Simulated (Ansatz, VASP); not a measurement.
**Cu: VASP beside Ansatz**

The input INCAR:

```
SYSTEM = Cu
PREC = Accurate ; ENCUT = 600
EDIFF = 1E-7 ; ISMEAR = 0
SIGMA = 0.1 ; LREAL = .False.
LASPH = .True. ; NELM = 100
ALGO = Fast ; ISIF = 3
LWAVE = .False. ; LCHARG = .False.
GGA = PS ; IBRION = 2
NSW = 80 ; EDIFFG = -0.01
```

KPOINTS

```
Automatic mesh
0
Gamma
  4 4 4
  0 0 0
```

File POSCAR:

```
Cu
1.0
   -1.4427933200      1.4427933200      1.3760814500
    1.4427933200     -1.4427933200      1.3760814500
    1.4427933200      1.4427933200     -1.3760814500
Cu
1
Direct
    0.0000000000      0.0000000000      0.0000000000
```

Input for Ansatz:

```yaml
crystal:
  lattice:
    - [-1.44279332, 1.44279332, 1.37608145]
    - [1.44279332, -1.44279332, 1.37608145]
    - [1.44279332, 1.44279332, -1.37608145]
  atoms:
    - { symbol: Cu, position: [0.0, 0.0, 0.0] }
basis:
  ecutwfc: 420
kpoints:
  mp_grid: { grid: [4, 4, 4] }
hamiltonian:
  xc: pbesol
scf:
  occupations: { method: gaussian, width: 0.1 }
output:
  forces: true
  stress: true
  eigenvalues: true
relax:
  adjacent_minimum: "off"
  f_tol: 0.01
  max_steps: 60
  cell: { stress_tol: 0.05 }
```

Alike in both runs: task relaxation of cell and atoms; functional PBEsol; k mesh 4 × 4 × 4; occupations gaussian, width 0.1 eV; no spin polarisation.

```csv
,VASP,Ansatz
version,VASP 6.6.1,Ansatz 0.2.0
potentials or method,"VASP PAW PBE potentials, release 64 (Cu), cutoff 600 eV","scalar-relativistic, plane waves, PAW"
valence electrons in the cell,11,19
```

Ansatz gave:

```
gap on the k mesh at the Fermi level, each at its own relaxed structure (eV) : none
relaxed volume (Å³/atom)                                                     : 11.33
relaxed cell length with the largest relative difference (Å)                 : 2.453
```

Problem. Estimate VASP's values.

Solution. gap on the k mesh at the Fermi level, each at its own relaxed structure (eV): none; relaxed volume (Å³/atom): 11.39; relaxed cell length with the largest relative difference (Å): 2.457.

VASP's potentials were made for PBE, not for PBEsol. A gap of «none» marks a metal or a gap that the smearing closes. VASP's potentials hold 11 valence electrons a cell and Ansatz's 19, so a difference there can come from the potentials and not from the codes.

The k mesh is coarse, so the values compare programs but aren't converged.
